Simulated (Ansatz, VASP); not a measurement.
**One calculation of Sn3TeS2, two programs**

The input INCAR:

```
PREC = Accurate ; ENCUT = 600
EDIFF = 1E-6 ; ISMEAR = 0
SIGMA = 0.15 ; LREAL = F
LASPH = T ; NELM = 100
ALGO = Normal ; ISIF = 3
LWAVE = F ; LCHARG = F
GGA = PE ; IBRION = 2
NSW = 36 ; EDIFFG = -0.08
```

The input KPOINTS:

```
regular mesh
0
Gamma
  4 4 4
```

File POSCAR:

```
Sn3TeS2
1.0
   -2.1050000000      2.1050000000      8.9000000000
    2.1050000000     -2.1050000000      8.9000000000
    2.1050000000      2.1050000000     -8.9000000000
Sn Te S
3 1 2
Direct
    0.1750000000      0.1750000000      0.0000000000
    0.8250000000      0.8250000000      0.0000000000
    0.5000000000      0.5000000000      0.0000000000
    0.0000000000      0.0000000000      0.0000000000
    0.3350000000      0.3350000000      0.0000000000
    0.6650000000      0.6650000000      0.0000000000
```

Input for Ansatz:

```yaml
crystal:
  lattice:
    - [-2.105, 2.105, 8.9]
    - [2.105, -2.105, 8.9]
    - [2.105, 2.105, -8.9]
  atoms:
    - { symbol: Sn, position: [0.175, 0.175, 0.0] }
    - { symbol: Sn, position: [0.825, 0.825, 0.0] }
    - { symbol: Sn, position: [0.5, 0.5, 0.0] }
    - { symbol: Te, position: [0.0, 0.0, 0.0] }
    - { symbol: S, position: [0.335, 0.335, 0.0] }
    - { symbol: S, position: [0.665, 0.665, 0.0] }
basis:
  ecutwfc: 420
kpoints:
  mp_grid: { grid: [4, 4, 4] }
hamiltonian:
  xc: pbe
scf:
  occupations: { method: gaussian, width: 0.15 }
  lower_state_search: "off"
output:
  forces: true
  stress: true
  eigenvalues: true
relax:
  adjacent_minimum: "off"
  f_tol: 0.08
  max_steps: 16
  cell: { stress_tol: 0.8 }
```

Alike in both runs: task relaxation of cell and atoms; functional PBE; k mesh 4 × 4 × 4; occupations gaussian, width 0.15 eV; no spin polarisation.

|  | VASP | Ansatz |
| --- | --- | --- |
| version | VASP 6.6.1 | Ansatz 0.2.0 |
| potentials or method | VASP PAW PBE potentials, release 64 (Sn_d, Te, S), cutoff 600 eV | scalar-relativistic, plane waves, PAW |
| valence electrons in the cell | 60 | 70 |

Ansatz gave:

* gap on the k mesh at the Fermi level, each at its own relaxed structure (eV): 0.15
* relaxed volume (Å³/atom): 27.69
* relaxed length of the cell vector where the two differ most in proportion (Å): 9.502

Question: Estimate VASP's values.

Answer: gap on the k mesh at the Fermi level, each at its own relaxed structure (eV): 0.14; relaxed volume (Å³/atom): 27.59; relaxed length of the cell vector where the two differ most in proportion (Å): 9.504.

VASP's potentials hold 60 valence electrons a cell and Ansatz's 70, so a difference there can come from the potentials and not from the codes.

The k mesh is coarse, so the values compare programs but aren't converged. Spin-orbit coupling is off throughout.
